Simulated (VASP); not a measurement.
Eu:

```
CELL_PARAMETERS angstrom
-2.30300 2.30300 2.30300
2.30300 -2.30300 2.30300
2.30300 2.30300 -2.30300
ATOMIC_POSITIONS crystal
Eu 0.00000 0.00000 0.00000
```

Base run:

```yaml
Program: VASP 6.6.1
Functional: PBEsol
Potentials_or_basis: VASP PAW PBE potentials, release 64 (Eu)
Cutoff: 520 eV
k_mesh: 7 × 7 × 7
Occupations: fermi-dirac, width 0.05 eV
Spin: collinear spin, ferromagnetic start
Starting_moments: "[5.2] μB"
Fixed_moment: 5.2 μB
```

Its results: pressure -1.8 GPa; site moments Eu +6.15 μB.

**Question.** After a change of settings the same cell gave: pressure -4.8 GPa; site moments Eu +3.35 μB. Which change was it?
A. fixed moment from 5.2 μB to 7 μB; moments at the start from [5.2] to [7.0]
B. fixed moment from 5.2 μB to 10.5 μB; moments at the start from [5.2] to [10.5]
C. fixed moment from 5.2 μB to 14 μB; moments at the start from [5.2] to [14.0]
D. fixed moment from 5.2 μB to 1.8 μB; moments at the start from [5.2] to [1.8]

**Answer.** D.

Caveats: the PAW data sets were made with another functional, which shifts forces and pressure a little; the total moment is fixed, so each spin has its own Fermi level; the cell stands under tension (at least some runs).
